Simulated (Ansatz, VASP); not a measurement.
# B2P in VASP and in Ansatz

```
B P
1.0
    -3.16353    3.34528    1.50247
     3.16353   -3.34528    1.50247
     3.16353    3.34528   -1.50247
B P
4 2
Cartesian
  0.0000 0.3788 2.2537
  3.1635 -0.3788 0.7512
  3.1635 2.9665 -0.7512
  0.0000 3.7240 0.7512
  1.5818 -1.6726 0.7512
  1.5818 1.6726 -0.7512
```

Alike in both runs: functional PBE; k mesh 6 × 6 × 6; occupations gaussian, width 0.1 eV; no spin polarisation.

Ansatz relaxed the structure, and its values are those at the end. VASP's run is a single point on that final structure, the one shown.

```csv
,VASP,Ansatz
version,VASP 6.6.1,Ansatz 0.2.0
potentials or method,"VASP PAW PBE potentials, release 64 (B, P), cutoff 520 eV","scalar-relativistic, plane waves, PAW"
valence electrons in the cell,22,22
```

Ansatz gave:

```
gap on the k mesh at the Fermi level (eV) : none
pressure (GPa)                            : 0.0
rms of the force components (eV/Å)        : 0.011
```

Q: Which values does VASP return?

A: gap on the k mesh at the Fermi level (eV): none; pressure (GPa): -0.1; rms of the force components (eV/Å): 0.006.

A gap of «none» marks a metal or a gap that the smearing closes. The functional is the same, so the differences come from potentials, cutoffs and numerics.

The k mesh is coarse, so the values compare programs but aren't converged.
